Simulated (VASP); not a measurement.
## Sb: single point with PBE

Crystal: Sb.

```
Sb
1.0
     2.60452    0.00000    0.00000
     0.00000    3.25795    0.00000
     0.00000    0.00000    3.70881
Sb
1
Direct
  0.50000 0.50000 0.00000
```

The cell was built from a structure type or drawn by symmetry, and may not be a known phase.

```yaml
Program: VASP 6.6.1
Task: single point
Functional: PBE
Potentials_or_basis: VASP PAW PBE potentials, release 64 (Sb)
Cutoff: 520 eV
k_mesh: 6 × 6 × 6
Occupations: gaussian, width 0.1 eV
Spin: no spin polarisation
```

The pressure is 9.5 GPa and the band gap on the k mesh is zero (an odd number of electrons rules out a gap without spin polarisation).

Stress tensor (GPa, compression positive):
```
40.18  0.00  0.00
 0.00 -5.39  0.00
 0.00  0.00 -6.14
```

Levels at points of the mesh, in eV from the Fermi level:
```tsv
k point	band 1	band 2	band 3	band 4	band 5	band 6	band 7
(0.00, 0.00, 0.00)	-12.54	-0.57	1.83	4.03	6.29	9.61	13.02
(0.50, 0.00, 0.00)	-7.12	-5.86	3.66	6.20	8.41	8.44	9.07
(0.00, 0.50, 0.00)	-10.74	-5.41	0.91	6.50	7.89	8.12	11.30
(0.50, 0.50, 0.00)	-4.94	-4.54	-1.25	3.14	5.20	10.05	10.79
(0.00, 0.00, 0.50)	-11.74	-4.95	2.49	7.46	10.23	10.35	10.64
(0.50, 0.00, 0.50)	-6.16	-5.25	-0.63	3.20	6.89	11.24	11.44
(0.00, 0.50, 0.50)	-9.95	-4.60	-3.19	2.17	12.05	14.19	16.05
(0.50, 0.50, 0.50)	-4.01	-3.89	-0.50	1.05	4.32	5.39	6.90
```

It took 20 s on 1 thread of Intel Xeon 8259CL, with other jobs on the host, peak memory 0.14 GiB.

Caveat: the k points lie up to 0.40 Å⁻¹ apart, too coarse for converged energies and pressures of a metal; spin-orbit coupling is left out, which moves the levels of the heavy elements.
